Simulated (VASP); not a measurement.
# W (Fm-3m) in VASP: further runs

Runs on W. Level: PBE. Tasks: single point.

Program: VASP 6.6.1. These are calculated values, not measurements. Logs are shortened: lines on timing, memory, paths and dates and some standing lists are left out, and cuts for length are marked.

**1. The cell of the first run**

It takes space group Fm-3m (No. 225, cubic). Conventional cell: a = 3.869 Å, b = 3.869 Å, c = 3.869 Å, α = 90.00°, β = 90.00°, γ = 90.00°. W (site symmetry m-3m) has 12 W at 2.74 Å within 3.6 Å.

This isn't the form of W at room conditions, which is bcc.

**2. Single point, PBE (14.48 Å³/atom)**

POSCAR reads:

```
W
1.0
    0.0000000000      1.9346600426      1.9346600426
    1.9346600426      0.0000000000      1.9346600426
    1.9346600426      1.9346600426      0.0000000000
W
1
Direct
    0.0000000000      0.0000000000      0.0000000000
```

INCAR.step1 reads:

```
PREC = Accurate
ENCUT = 520
EDIFF = 1E-6
ISMEAR = -1
SIGMA = 0.1
LREAL = F
LASPH = T
NELM = 80
ALGO = Normal
ISIF = 2
LWAVE = F
LCHARG = T
LMAXMIX = 4
GGA = PE
NBANDS = 13
```

KPOINTS.step1 reads:

```
regular mesh
0
Gamma
  18 18 18
```

INCAR.step2 reads:

```
PREC = Accurate
ENCUT = 520
EDIFF = 1E-6
ISMEAR = -5
SIGMA = 0.1
LREAL = F
LASPH = T
NELM = 80
ALGO = Normal
ISIF = 2
LWAVE = F
LCHARG = F
LMAXMIX = 4
GGA = PE
LORBIT = 10
NEDOS = 2001
ICHARG = 11
```

KPOINTS.step2 reads:

```
regular mesh
0
Gamma
  27 27 27
```

Potentials or basis: VASP PAW PBE potentials, release 64 (W_sv).

The run is started by

```
$ cat potpaw_PBE.64/W_sv/POTCAR > POTCAR
$ cp INCAR.step1 INCAR
$ cp KPOINTS.step1 KPOINTS
$ mpirun -np 1 vasp_std > vasp.out
$ cp INCAR.step2 INCAR
$ cp KPOINTS.step2 KPOINTS
$ mpirun -np 1 vasp_std > vasp.out
```

OUTCAR:

```text
PREC = Accurate
   ENCUT = 520
   EDIFF = 1E-6
   ISMEAR = -5
   LREAL = F
   LASPH = T
   NELM = 80
   ISIF = 2
   GGA = PE
   LORBIT = 10
   ICHARG = 11

 ion  position               nearest neighbor table
   1  0.000  0.000  0.000-

  LATTYP: Found a face centered cubic cell.
 ALAT       =     3.8693200852

  Lattice vectors:

 A1 = (   0.0000000000,   1.9346600426,   1.9346600426)
 A2 = (   1.9346600426,   0.0000000000,   1.9346600426)
 A3 = (   1.9346600426,   1.9346600426,   0.0000000000)

Analysis of symmetry for initial positions (statically):
=====================================================================
 Subroutine PRICEL returns:
 Original cell was already a primitive cell.

 Routine SETGRP: Setting up the symmetry group for a
 face centered cubic supercell.

 Subroutine GETGRP returns: Found 48 space group operations
 (whereof 48 operations were pure point group operations)
 out of a pool of 48 trial point group operations.

The static configuration has the point symmetry O_h .

Analysis of symmetry for dynamics (positions and initial velocities):
=====================================================================
 Subroutine PRICEL returns:
 Original cell was already a primitive cell.

 Routine SETGRP: Setting up the symmetry group for a
 face centered cubic supercell.

 Subroutine GETGRP returns: Found 48 space group operations
 (whereof 48 operations were pure point group operations)
 out of a pool of 48 trial point group operations.

The dynamic configuration has the point symmetry O_h .

 Subroutine INISYM returns: Found 48 space group operations
 (whereof 48 operations are pure point group operations),
 and found     1 'primitive' translations

----------------------------------------------------------------------------------------

                                     Primitive cell

  volume of cell :      14.4825

  direct lattice vectors                    reciprocal lattice vectors
     0.000000000  1.934660043  1.934660043    -0.258443338  0.258443338  0.258443338
     1.934660043  0.000000000  1.934660043     0.258443338 -0.258443338  0.258443338
     1.934660043  1.934660043  0.000000000     0.258443338  0.258443338 -0.258443338

  length of vectors
     2.736022471  2.736022471  2.736022471     0.447636993  0.447636993  0.447636993

  position of ions in fractional coordinates (direct lattice)
     0.000000000  0.000000000  0.000000000

  ion indices of the primitive-cell ions
   primitive index   ion index
                 1           1

----------------------------------------------------------------------------------------

 KPOINTS: regular mesh

Automatic generation of k-mesh.
 Grid dimensions read from file:
 generate k-points for:   27   27   27

 Generating k-lattice:

  Cartesian coordinates                     Fractional coordinates (reciprocal lattice)
    -0.009571975  0.009571975  0.009571975     0.037037037  0.000000000  0.000000000
     0.009571975 -0.009571975  0.009571975     0.000000000  0.037037037  0.000000000
     0.009571975  0.009571975 -0.009571975     0.000000000  0.000000000  0.037037037

  Length of vectors
     0.016579148  0.016579148  0.016579148

  Shift w.r.t. Gamma in fractional coordinates (k-lattice)
     0.000000000  0.000000000  0.000000000

 TETIRR: Found   2653 inequivalent tetrahedra from   118098

 Subroutine IBZKPT returns following result:
 ===========================================

 Found    560 irreducible k-points:

 Following reciprocal coordinates:
            Coordinates               Weight
  0.000000  0.000000  0.000000      1.000000
  0.037037  0.000000  0.000000      8.000000
  0.074074  0.000000  0.000000      8.000000
  0.111111  0.000000  0.000000      8.000000
  0.148148  0.000000  0.000000      8.000000
  0.185185  0.000000  0.000000      8.000000
[... 16 lines left out ...]
  0.333333  0.037037  0.000000     24.000000
  0.370370  0.037037  0.000000     24.000000
 [... further k-points ...]
   k-points           NKPTS =    560   k-points in BZ     NKDIM =    560   number of bands    NBANDS=     11
   number of dos      NEDOS =   2001   number of ions     NIONS =      1
   total plane-waves  NPLWV =   8000
   dimension x,y,z NGX =    20 NGY =   20 NGZ =   20
   dimension x,y,z NGXF=    40 NGYF=   40 NGZF=   40
   ions per type =               1
   NGX,Y,Z   is equivalent  to a cutoff of  12.15, 12.15, 12.15 a.u.
   NGXF,Y,Z  is equivalent  to a cutoff of  24.30, 24.30, 24.30 a.u.
 SYSTEM =  unknown system
   PREC   = accura    normal or accurate (medium, high low for compatibility)
   ISTART =      0    job   : 0-new  1-cont  2-samecut
   ICHARG =     11    charge: 1-file 2-atom 10-const
   ISPIN  =      1    spin polarized calculation?
   LNONCOLLINEAR =      F non collinear calculations
   LSORBIT =      F    spin-orbit coupling
   LASPH  =      T    aspherical Exc in radial PAW
   ENCUT  =  520.0 eV  38.22 Ry    6.18 a.u.   5.09  5.09  5.09*2*pi/ulx,y,z
   NELM   =     80;   NELMIN=  2; NELMDL=  0     # of ELM steps
   EDIFF  = 0.1E-05   stopping-criterion for ELM
   LREAL  =      F    real-space projection
   EDIFFG = 0.1E-04   stopping-criterion for IOM
   NSW    =      0    number of steps for IOM
   IBRION =     -1    ionic relax: 0-MD 1-quasi-New 2-CG
   NFREE  =      0    steps in history (QN), initial steepest desc. (CG)
   ISIF   =      2    stress and relaxation
   ISYM   =      2    0-nonsym 1-usesym 2-fastsym
   POTIM  = 0.5000    time-step for ionic-motion
   TEBEG  =    0.0;   TEEND  =   0.0 temperature during run
   PSTRESS=    0.0 pullay stress
   NELECT =      14.0000    total number of electrons
   NUPDOWN=      -1.0000    fix difference up-down
   EMIN   =  10.00;   EMAX   =-10.00  energy-range for DOS
   EFERMI =   0.00;   METHOD = LEGACY
   ISMEAR =    -5;   SIGMA  =   0.10  broadening in eV -4-tet -1-fermi 0-gaus
   EFERMI_NEDOS =   21; number of points for ismear=-14 and -15
   IALGO  =     38    algorithm
   IMIX   =      4    mixing-type and parameters
     AMIX     =   0.40;   BMIX     =  1.00
     AMIX_MAG =   1.60;   BMIX_MAG =  1.00
  volume/ion in A,a.u.               =      14.48        97.73
  Fermi-wavevector in a.u.,A,eV,Ry     =   1.618712  3.058922 35.650362  2.620228
  Thomas-Fermi vector in A             =   2.712930
   LORBIT       =     10    0 simple, 1 ext, 2 COOP (PROOUT), +10 PAW based schemes
   GGA     = PE    functional components
   LHFCALC =     F    Hartree Fock is set to
   AEXX    =    0.0000 exact exchange contribution
   IVDW    =     0    specifies the selected vdW correction
   LEPSILON=     F    determine dielectric tensor
   LRPA    =     F    only Hartree local field effects (RPA)
 non-spin polarized calculation
 Fermi weights with tetrahedron method with Bloechl corrections
  energy-cutoff  :      520.00
  volume of cell :       14.48
 maximum number of plane-waves:       399

 number of electron      14.0000003 magnetization

 Free energy of the ion-electron system (eV)
  ---------------------------------------------------
  ext. energy  EPLUGINS =         0.00000000
  ---------------------------------------------------
  free energy    TOTEN  =       -12.20599534 eV

  energy without entropy =      -12.20599534  energy(sigma->0) =      -12.20599534

 E-fermi :  12.2909     XC(G=0): -14.1464

 val. band max:       12.3081063806   @ k =  -0.4444   0.3704   0.0741
 cond. band min:      12.2711346198   @ k =  -0.4444   0.1481   0.0000
 fundamental gap:     -0.0369717607
 Fermi energy:        12.2909358944

 k-point     1 :       0.0000    0.0000    0.0000
  band No.  band energies     occupation
      1     -61.1587      2.00000
      2     -24.5857      2.00000
      3     -24.5857      2.00000
      4     -24.5857      2.00000
      5       2.6673      2.00000
      6      11.5560      2.00000
      7      11.5560      2.00000
      8      11.5560      2.00000
      9      15.2868      0.00000
     10      15.2868      0.00000
     11      25.2093      0.00000

 k-point     2 :       0.0370    0.0000    0.0000
  band No.  band energies     occupation
      1     -61.1562      2.00000
      2     -24.6114      2.00000
      3     -24.5888      2.00000
      4     -24.5888      2.00000
      5       2.7386      2.00000
      6      11.4978      2.00000
      7      11.5900      2.00000
      8      11.5900      2.00000
      9      15.2511      0.00000
     10      15.2511      0.00000
     11      25.3555      0.00000

 k-point     3 :       0.0741    0.0000    0.0000
  band No.  band energies     occupation
      1     -61.1488      2.00000
      2     -24.6868      2.00000
      3     -24.5980      2.00000
      4     -24.5980      2.00000
      5       2.9483      2.00000
      6      11.3357      2.00000
      7      11.6865      2.00000
      8      11.6865      2.00000
      9      15.1557      0.00000
     10      15.1557      0.00000
     11      25.7742      0.00000

 k-point     4 :       0.1111    0.0000    0.0000
  band No.  band energies     occupation
      1     -61.1371      2.00000
      2     -24.8065      2.00000
      3     -24.6128      2.00000
      4     -24.6128      2.00000
      5       3.2835      2.00000
      6      11.1041      2.00000
      7      11.8273      2.00000
      8      11.8273      2.00000
      9      15.0337      0.00000
     10      15.0338      0.00000
     11      26.3935      0.00000

 k-point     5 :       0.1481    0.0000    0.0000
  band No.  band energies     occupation
      1     -61.1215      2.00000
      2     -24.9624      2.00000
      3     -24.6323      2.00000
      4     -24.6323      2.00000
      5       3.7217      2.00000
      6      10.8502      2.00000
      7      11.9779      2.00000
      8      11.9779      2.00000
      9      14.9396      0.00000
     10      14.9396      0.00000
     11      26.9590      0.00000
[... 211 lines left out ...]
 k-point    21 :       0.2593    0.0370    0.0000
  band No.  band energies     occupation
      1     -61.0663      2.00000
      2     -25.4778      2.00000
      3     -24.7217      2.00000
      4     -24.6936      2.00000
      5       5.1401      2.00000
      6      10.4252      2.00000
      7      12.0329      2.00000
      8      12.1314      2.04920
      9      14.9666      0.00000
     10      15.6934      0.00000
     11      25.9119      0.00000

 k-point    22 :       0.2963    0.0370    0.0000
  band No.  band energies     occupation
      1     -61.0449      2.00000
      2     -25.6732      2.00000
      3     -24.7473      2.00000
      4     -24.7209      2.00000
      5       5.5542      2.00000
      6      10.5847      2.00000
      7      11.8740      2.00000
      8      12.0142      2.00000
      9      15.4331      0.00000
     10      16.1255      0.00000
     11      25.3343      0.00000

 k-point    23 :       0.3333    0.0370    0.0000
  band No.  band energies     occupation
      1     -61.0245      2.00000
      2     -25.8552      2.00000
      3     -24.7705      2.00000
      4     -24.7477      2.00000
      5       5.8339      2.00000
      6      10.9604      2.00000
      7      11.6886      2.00000
      8      11.8559      2.00000
      9      16.0095      0.00000
     10      16.6437      0.00000
     11      24.8527      0.00000

 k-point    24 :       0.3704    0.0370    0.0000
  band No.  band energies     occupation
      1     -61.0062      2.00000
      2     -26.0150      2.00000
      3     -24.7901      2.00000
      4     -24.7726      2.00000
      5       5.9817      2.00000
      6      11.4439      2.00000
      7      11.5835      2.00000
      8      11.6899      2.00000
      9      16.6386      0.00000
     10      17.1869      0.00000
     11      24.4881      0.00000

 [... further k-points ...]

------------------------ aborting loop because EDIFF is reached ----------------------------------------

  FORCE on cell =-STRESS in cart. coord.  units (eV):
  Direction    XX          YY          ZZ          XY          YZ          ZX
  --------------------------------------------------------------------------------------
  -------------------------------------------------------------------------------------
  Total        4.2807088      4.2807088      4.2807088      0.0000000      0.0000000      0.0000000
  in kB      473.5679319    473.5679319    473.5679319      0.0000000      0.0000000      0.0000000
  external PRESSURE =     473.5679319 kB  Pullay stress =       0.0000000 kB

 VOLUME and BASIS-vectors are now :
 -----------------------------------------------------------------------------
  energy-cutoff  :      520.00
  volume of cell :       14.48
      direct lattice vectors                 reciprocal lattice vectors
     0.000000000  1.934660043  1.934660043    -0.258443338  0.258443338  0.258443338
     1.934660043  0.000000000  1.934660043     0.258443338 -0.258443338  0.258443338
     1.934660043  1.934660043  0.000000000     0.258443338  0.258443338 -0.258443338

 POSITION                                       TOTAL-FORCE (eV/Angst)
 -----------------------------------------------------------------------------------
      0.00000      0.00000      0.00000         0.000000     -0.000000      0.000000
 -----------------------------------------------------------------------------------
    total drift:                               -0.000000     -0.000000      0.000000

  FREE ENERGIE OF THE ION-ELECTRON SYSTEM (eV)
  ---------------------------------------------------
  free  energy   TOTEN  =       -12.2059953408 eV

  energy  without entropy=      -12.2059953408  energy(sigma->0) =      -12.20599534

 total charge

# of ion       s       p       d       tot
------------------------------------------
    1        2.445   6.367   3.537  12.349
```

It took 77 s on 1 thread of Intel Xeon 8259CL, shared host; peak memory 0.2 GiB.

Results:

| Item | Value |
| --- | --- |
| Valence electrons inside the program's atomic spheres | W 12.35 |

Caveat: spin-orbit coupling is left out, which moves the levels of the heavy elements; tetrahedron occupations give inexact forces and stress in metals.

**3. Single point, PBE (16.46 Å³/atom)**

This run uses another cell than the first one, of 16.46 Å³/atom.

POSCAR reads:

```
W
1.0
    0.0000000000      2.0188796853      2.0188796853
    2.0188796853      0.0000000000      2.0188796853
    2.0188796853      2.0188796853      0.0000000000
W
1
Direct
    0.0000000000      0.0000000000      0.0000000000
```

INCAR.step1 reads:

```
PREC     = Accurate       # precision mode
ENCUT    = 520            # plane-wave cutoff, eV
EDIFF    = 1E-6           # SCF threshold, eV
ISMEAR   = -1             # smearing method
SIGMA    = 0.1            # smearing width, eV
LREAL    = False          # projectors in reciprocal space
LASPH    = True           # aspherical terms in the spheres
NELM     = 80             # most SCF steps
ALGO     = Normal         # electronic algorithm
ISIF     = 2              # what is computed and relaxed
LWAVE    = False          # write WAVECAR
LCHARG   = True           # write CHGCAR
LMAXMIX  = 4              # l up to which the mixer works
GGA      = PE             # functional
NBANDS   = 13             # bands
```

KPOINTS.step1 reads:

```
Automatic mesh
0
Gamma
  18 18 18
```

INCAR.step2 reads:

```
PREC     = Accurate       # precision mode
ENCUT    = 520            # plane-wave cutoff, eV
EDIFF    = 1E-6           # SCF threshold, eV
ISMEAR   = -5             # smearing method
SIGMA    = 0.1            # smearing width, eV
LREAL    = False          # projectors in reciprocal space
LASPH    = True           # aspherical terms in the spheres
NELM     = 80             # most SCF steps
ALGO     = Normal         # electronic algorithm
ISIF     = 2              # what is computed and relaxed
LWAVE    = False          # write WAVECAR
LCHARG   = False          # write CHGCAR
LMAXMIX  = 4              # l up to which the mixer works
GGA      = PE             # functional
LORBIT   = 11             # projections on sites
NEDOS    = 2001           # points of the DOS
ICHARG   = 11             # starting density
```

KPOINTS.step2 reads:

```
Automatic mesh
0
Gamma
  27 27 27
```

Potentials or basis: VASP PAW PBE potentials, release 64 (W_sv).

The run is started by

```
$ cat potpaw_PBE.64/W_sv/POTCAR > POTCAR
$ cp INCAR.step1 INCAR
$ cp KPOINTS.step1 KPOINTS
$ mpirun -np 1 vasp_std > vasp.out
$ cp INCAR.step2 INCAR
$ cp KPOINTS.step2 KPOINTS
$ mpirun -np 1 vasp_std > vasp.out
```

It took 85 s on 1 thread of Intel Xeon 8259CL, shared host; peak memory 0.22 GiB.

Results (log left out):

```
Valence electrons inside the program's atomic spheres : W 12.02
```

Levels at points of the mesh, in eV from the Fermi level:
| k point | band 3 | band 4 | band 5 | band 6 | band 7 | band 8 | band 9 | band 10 | band 11 |
| --- | --- | --- | --- | --- | --- | --- | --- | --- | --- |
| (0.00, 0.00, 0.00) | -37.30 | -37.30 | -8.97 | -0.54 | -0.54 | -0.54 | 2.57 | 2.57 | 12.79 |

Caveat: spin-orbit coupling is left out, which moves the levels of the heavy elements; tetrahedron occupations give inexact forces and stress in metals.
